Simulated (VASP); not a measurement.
Set up this calculation in VASP 6.6.1, as the native input.

| Quantity | Value |
| --- | --- |
| Task | single point |
| Functional | PBE |
| Potentials or basis | VASP PAW PBE potentials, release 64 (K_sv, Ru_pv) |
| Cutoff | 520 eV |
| k mesh | 20 × 20 × 10 |
| Occupations | gaussian, width 0.1 eV |
| Spin | no spin polarisation |
| Dipole correction | no |
| Further INCAR settings | ALGO = Fast; EDIFF = 1e-07; NBANDS = 18 |

The structure of KRu lies in POSCAR:

```
KRu
1.0
    2.6914022731      0.0000000000      0.0000000000
    0.0000000000      2.6914022731      0.0000000000
    0.0000000000      0.0000000000      5.6268277285
K Ru
1 1
Direct
    0.5000000000      0.5000000000      0.5000000000
    0.0000000000      0.0000000000      0.0000000000
```

One way to write it, as run:

INCAR

```
PREC = Accurate
ENCUT = 520
EDIFF = 1E-7
ISMEAR = 0
SIGMA = 0.1
LREAL = F
LASPH = T
NELM = 60
ALGO = Fast
ISIF = 2
LWAVE = F
LCHARG = F
GGA = PE
NBANDS = 18
```

KPOINTS

```
Automatic mesh
0
Gamma
  20 20 10
```

Potentials or basis: VASP PAW PBE potentials, release 64 (K_sv, Ru_pv).

Launch:

```console
$ cat potpaw_PBE.64/K_sv/POTCAR potpaw_PBE.64/Ru_pv/POTCAR > POTCAR
$ mpirun -np 1 vasp_std > vasp.out
```

It gave:

The pressure is 0.3 GPa. The band gap on the k mesh is zero (an odd number of electrons rules out a gap without spin polarisation).

It took 3.5 min on 1 thread of Intel(R) Xeon(R) Platinum 8488C (Sapphire Rapids), on a shared host, peak memory 0.38 GiB.
